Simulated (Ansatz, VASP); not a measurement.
**One calculation of ScAl3, two programs**

INCAR

```
SYSTEM = ScAl3
PREC     = Accurate       ! precision mode
ENCUT    = 520            ! plane-wave cutoff, eV
EDIFF    = 1E-7           ! SCF threshold, eV
ISMEAR   = -1             ! smearing method
SIGMA    = 0.05           ! smearing width, eV
LREAL    = .FALSE.        ! projectors in reciprocal space
LASPH    = .TRUE.         ! aspherical terms in the spheres
NELM     = 80             ! most SCF steps
ALGO     = Fast           ! electronic algorithm
ISIF     = 2              ! what is computed and relaxed
LWAVE    = .FALSE.        ! write WAVECAR
LCHARG   = .FALSE.        ! write CHGCAR
GGA      = PE             ! functional
NBANDS   = 18             ! bands
```

The input KPOINTS:

```
regular mesh
0
G
  6 6 6
  0 0 0
```

File POSCAR:

```
ScAl3
1.0
    4.0469285043      0.0000000000      0.0000000000
    0.0000000000      4.0469285043      0.0000000000
    0.0000000000      0.0000000000      4.0878065700
Sc Al
1 3
Direct
    0.0000000000      0.0000000000      0.0000000000
    0.5000000000      0.5000000000      0.0000000000
    0.0000000000      0.5000000000      0.5000000000
    0.5000000000      0.0000000000      0.5000000000
```

input.yaml

```yaml
crystal:
  lattice:
    - [4.0469285043, 0.0, 0.0]
    - [0.0, 4.0469285043, 0.0]
    - [0.0, 0.0, 4.08780657]
  atoms:
    - { symbol: Sc, position: [0.0, 0.0, 0.0] }
    - { symbol: Al, position: [0.5, 0.5, 0.0] }
    - { symbol: Al, position: [0.0, 0.5, 0.5] }
    - { symbol: Al, position: [0.5, 0.0, 0.5] }
hamiltonian:
  xc: pbe
  pseudopotentials: { kind: paw }
kpoints:
  mp_grid: { grid: [6, 6, 6] }
  band_path:
    path:
      - [[0.0, 0.0, 0.0], [0.0, 0.5, 0.0], [0.5, 0.5, 0.0], [0.0, 0.0, 0.0], [0.0, 0.0, 0.5], [0.0, 0.5, 0.5], [0.5, 0.5, 0.5], [0.0, 0.0, 0.5]]
      - [[0.0, 0.5, 0.0], [0.0, 0.5, 0.5]]
      - [[0.5, 0.5, 0.0], [0.5, 0.5, 0.5]]
    npoints: 14
scf:
  occupations: { method: fermi_dirac, width: 0.05 }
  n_extra_bands: 10
output:
  forces: true
  stress: true
  eigenvalues: true
  fatbands: false
```

Alike in both runs: functional PBE; k mesh 6 × 6 × 6; occupations fermi-dirac, width 0.05 eV; no spin polarisation.

```csv
,VASP,Ansatz
version,VASP 6.6.1,Ansatz 0.2.0
potentials or method,"VASP PAW PBE potentials, release 64 (Sc_sv, Al)",Ansatz PAW
plane-wave cutoff (eV),520,420
valence electrons in the cell,20,20
task,single point,band structure
```

|  | VASP | Ansatz | Ansatz less VASP |
| --- | --- | --- | --- |
| gap on the k mesh at the Fermi level (eV) | none | none | - |
| pressure (GPa) | 3.0 | 3.0 | -0.03 |
| traceless stress, the component that is largest in VASP (GPa) | -0.79 | -0.79 | +0.003 |

A gap of «none» marks a metal or a gap that the smearing closes.
